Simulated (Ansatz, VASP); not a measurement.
## Ta3H: VASP beside Ansatz

The input INCAR:

```
PREC = Accurate
ENCUT = 520
EDIFF = 1E-7
ISMEAR = 0
SIGMA = 0.1
LREAL = F
LASPH = T
NELM = 150
ALGO = Normal
ISIF = 2
LWAVE = F
LCHARG = F
ISPIN = 2
MAGMOM = 0 0 0 1
LORBIT = 11
LMAXMIX = 4
LDIPOL = T
IDIPOL = 3
DIPOL = 0.5 0.5 0.338
GGA = PE
NBANDS = 29
```

KPOINTS

```
Automatic mesh
0
Gamma
  10 10 1
```

The input POSCAR:

```
Ta3H
1.0
    2.8743098520      0.0000000000      0.0000000000
   -0.9581032840      2.7099253168      0.0000000000
    0.0000000000      0.0000000000     21.5266897253
Ta H
3 1
Direct
    0.5000000000      0.5000000000      0.1858158431
    0.0000000000      0.0000000000      0.2909732295
    0.5000000000      0.5000000000      0.3960985100
    0.8333333333      0.8333333333      0.4797156394
```

Input for Ansatz:

```yaml
crystal:
  lattice:
    - [2.874309852, 0.0, 0.0]
    - [-0.958103284, 2.7099253168, 0.0]
    - [0.0, 0.0, 21.5266897253]
  atoms:
    - { symbol: Ta, position: [0.5, 0.5, 0.1858158431] }
    - { symbol: Ta, position: [0.0, 0.0, 0.2909732295] }
    - { symbol: Ta, position: [0.5, 0.5, 0.39609851] }
    - { symbol: H, position: [0.8333333333, 0.8333333333, 0.4797156394], spin: 1.0 }
basis:
  ecutwfc: 420
kpoints:
  mp_grid: { grid: [10, 10, 1] }
hamiltonian:
  xc: pbe
  pseudopotentials: { kind: paw, azcp: { folder: soft_1 } }
scf:
  occupations: { method: gaussian, width: 0.1 }
output:
  forces: true
  eigenvalues: true
  populations: true
magnetization:
  spin_polarized: true
efield:
  axis: 3
  dipole_correction: true
  ramp_width: 0.04
```

Alike in both runs: task single point; functional PBE; k mesh 10 × 10 × 1; occupations gaussian, width 0.1 eV; collinear spin.

|  | VASP | Ansatz |
| --- | --- | --- |
| version | VASP 6.6.1 | Ansatz 0.2.0 |
| potentials or method | VASP PAW PBE potentials, release 64 (Ta_pv, H), cutoff 520 eV | scalar-relativistic, plane waves, PAW |
| valence electrons in the cell | 34 | 40 |

```tsv
	VASP	Ansatz	Ansatz less VASP
gap on the k mesh at the Fermi level (eV)	none	none	-
rms of the force components (eV/Å)	0.735	0.735	0.0000
net moment per atom (μB)	0.00	0.00	0.000
```

Atom by atom the forces differ by 0.002 eV/Å (rms over components). A gap of «none» marks a metal or a gap that the smearing closes. With one functional, cell and mesh, what is left measures potentials, basis and numerics. VASP's potentials hold 34 valence electrons a cell and Ansatz's 40, so a difference there can come from the potentials and not from the codes. Ansatz's warnings: seeded moment not kept.

Spin-orbit coupling is off throughout.
